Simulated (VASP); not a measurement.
# Al: single point with PBE+D3(BJ)

The system is Al.

```
CELL_PARAMETERS angstrom
0.00000 1.96326 1.96326
1.96326 0.00000 1.96326
1.96326 1.96326 0.00000
ATOMIC_POSITIONS crystal
Al 0.00000 0.00000 0.00000
```

This cell differs from its parent crystal: strain -0.030 along x and y, -0.030 along z.

| Quantity | Value |
| --- | --- |
| Program | VASP 6.6.1 |
| Task | single point |
| Functional | PBE |
| Dispersion | D3(BJ) |
| Potentials or basis | VASP PAW PBE potentials, release 64 (Al) |
| Cutoff | 520 eV |
| k mesh | 20 × 20 × 20 |
| Occupations | gaussian, width 0.15 eV |
| Spin | no spin polarisation |

```json
{
 "Pressure": "4.0 GPa",
 "Dispersion energy per atom": "-0.368 eV"
}
```

Levels at points of the mesh, in eV from the Fermi level:
| k point | band 1 | band 2 | band 3 | band 4 |
| --- | --- | --- | --- | --- |
| (0.00, 0.00, 0.00) | -11.79 | 13.07 | 13.07 | 13.07 |
| (0.50, 0.00, 0.00) | -4.99 | -4.54 | 11.82 | 11.82 |
| (0.50, 0.50, 0.00) | -3.18 | -1.67 | 5.23 | 5.97 |

Run time: 9.4 s on 1 thread of Intel Xeon 6975P-C, with other jobs on the host, peak memory 0.16 GiB.

Caveat: the cell differs from its parent crystal (strain -0.030 along x and y, -0.030 along z); pairwise dispersion overbinds metals, which lowers pressure and volume.
